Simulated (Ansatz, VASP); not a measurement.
# Two plane-wave programs on Ti5Si

The input INCAR:

```
SYSTEM = Ti5Si
  PREC = Accurate
  ENCUT = 520
  EDIFF = 1E-7
  ISMEAR = 0
  SIGMA = 0.1
  LREAL = .FALSE.
  LASPH = .TRUE.
  NELM = 100
  ALGO = Normal
  ISIF = 2
  LWAVE = .FALSE.
  LCHARG = .FALSE.
  GGA = PE
  NBANDS = 41
```

Contents of KPOINTS:

```
Automatic mesh
0
G
  4 4 6
  0 0 0
```

File POSCAR:

```
Ti5Si
1.0
    5.2595384800      0.0000000000      0.0000000000
    0.0000000000      5.2595384800      0.0000000000
    0.0000000000      0.0000000000      3.3844838500
Ti Si
5 1
Direct
    0.7006325000      0.7006325000      0.0317773000
    0.2993675000      0.2993675000      0.0317773000
    0.2993675000      0.7006325000      0.0317773000
    0.7006325000      0.2993675000      0.0317773000
    0.5000000000      0.5000000000      0.4635110500
    0.0000000000      0.0000000000      0.1188300800
```

Input for Ansatz:

```yaml
crystal:
  lattice:
    - [5.25953848, 0.0, 0.0]
    - [0.0, 5.25953848, 0.0]
    - [0.0, 0.0, 3.38448385]
  atoms:
    - { symbol: Ti, position: [0.7006325, 0.7006325, 0.0317773] }
    - { symbol: Ti, position: [0.2993675, 0.2993675, 0.0317773] }
    - { symbol: Ti, position: [0.2993675, 0.7006325, 0.0317773] }
    - { symbol: Ti, position: [0.7006325, 0.2993675, 0.0317773] }
    - { symbol: Ti, position: [0.5, 0.5, 0.46351105] }
    - { symbol: Si, position: [0.0, 0.0, 0.11883008] }
basis:
  ecutwfc: 420
kpoints:
  mp_grid: { grid: [4, 4, 6] }
hamiltonian:
  xc: pbe
scf:
  occupations: { method: gaussian, width: 0.1 }
  lower_state_search: "off"
output:
  forces: true
  stress: true
  eigenvalues: true
```

Alike in both runs: task single point; functional PBE; k mesh 4 × 4 × 6; occupations gaussian, width 0.1 eV; no spin polarisation.

```csv
,VASP,Ansatz
version,VASP 6.6.1,Ansatz 0.2.0
potentials or method,"VASP PAW PBE potentials, release 64 (Ti_sv, Si), cutoff 520 eV","scalar-relativistic, plane waves, PAW"
valence electrons in the cell,64,64
```

|  | VASP | Ansatz | Ansatz less VASP |
| --- | --- | --- | --- |
| gap on the k mesh at the Fermi level (eV) | none | none | - |
| rms of the force components (eV/Å) | 3.474 | 3.171 | -0.3029 |

Atom by atom the forces differ by 0.321 eV/Å (rms over components). A gap of «none» marks a metal or a gap that the smearing closes.
